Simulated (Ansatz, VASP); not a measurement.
# Na2S: VASP beside Ansatz

File POSCAR:

```
Na2S
1.0
    0.0000000000      3.2559887700      3.2559887700
    3.2559887700      0.0000000000      3.2559887700
    3.2559887700      3.2559887700      0.0000000000
Na S
2 1
Direct
    0.2500000000      0.2500000000      0.2500000000
    0.7500000000      0.7500000000      0.7500000000
    0.0000000000      0.0000000000      0.0000000000
```

INCAR.step1

```
SYSTEM = Na2S
PREC = Accurate ; ENCUT = 550
ISMEAR = -1 ; SIGMA = 0.02
LREAL = .False. ; LASPH = .True.
NELM = 120 ; NBANDS = 17
GGA = PE ; ALGO = Normal
EDIFF = 1E-5 ; LWAVE = .True.
LCHARG = .False. ; GGA_COMPAT = .False.
```

The input INCAR.step2:

```
SYSTEM = Na2S
PREC = Accurate ; ENCUT = 550
EDIFF = 1E-6 ; ISMEAR = -1
SIGMA = 0.02 ; LREAL = .False.
LASPH = .True. ; NELM = 120
ALGO = Normal ; ISIF = 2
LWAVE = .False. ; LCHARG = .True.
METAGGA = R2SCAN ; LMIXTAU = .True.
LELF = .True. ; LVHAR = .True.
NBANDS = 17 ; ISTART = 1
GGA_COMPAT = .False.
```

KPOINTS

```
regular mesh
0
Gamma
  8 8 8
  0 0 0
```

Input for Ansatz:

```yaml
crystal:
  lattice:
    - [0.0, 3.25598877, 3.25598877]
    - [3.25598877, 0.0, 3.25598877]
    - [3.25598877, 3.25598877, 0.0]
  atoms:
    - { symbol: Na, position: [0.25, 0.25, 0.25] }
    - { symbol: Na, position: [0.75, 0.75, 0.75] }
    - { symbol: S, position: [0.0, 0.0, 0.0] }
  symmetry: { tolerance: 0.0003 }
hamiltonian:
  xc: r2scan
  pseudopotentials: { kind: paw, azcp: { folder: soft_1 } }
basis:
  ecutwfc: 500
magnetization:
  spin_polarized: false
scf:
  occupations: { method: fermi_dirac, width: 0.02 }
kpoints:
  mp_grid: { grid: [8, 8, 8], shift: [0, 0, 0] }
  band_path:
    path:
      - [0.0, 0.0, 0.0]
      - [0.5, 0.0, 0.5]
      - [0.625, 0.25, 0.625]
      - [0.375, 0.375, 0.75]
      - [0.0, 0.0, 0.0]
      - [0.5, 0.5, 0.5]
      - [0.5, 0.25, 0.75]
      - [0.5, 0.0, 0.5]
    npoints: 15
output:
  forces: true
  stress: true
  eigenvalues: true
  bader: true
  populations: true
  elf: true
  write_potential: true
  write_density: true
  volumetric_format: npy
  dos:
    e_range: [-12, 8]
    de: 0.05
    projected: { site_lists: { Na: [Na], S: [S] } }
```

Alike in both runs: task single point; functional r2SCAN; k mesh 8 × 8 × 8; occupations fermi-dirac, width 0.02 eV; no spin polarisation.

|  | VASP | Ansatz |
| --- | --- | --- |
| version | VASP 6.6.1 | Ansatz 0.2.0 |
| potentials or method | VASP PAW PBE potentials, release 64 (Na_pv, S), cutoff 550 eV | PAW plane waves |
| valence electrons in the cell | 20 | 24 |

Ansatz gave:

| Quantity | Value |
| --- | --- |
| gap on the k mesh at the Fermi level (eV) | 3.09 |
| pressure (GPa) | 0.0 |

Problem. What did VASP give for the same quantities?

Solution. gap on the k mesh at the Fermi level (eV): 3.11; pressure (GPa): -0.1.

VASP's potentials were made for PBE, not for r2SCAN. VASP's potentials hold 20 valence electrons a cell and Ansatz's 24, so a difference there can come from the potentials and not from the codes.
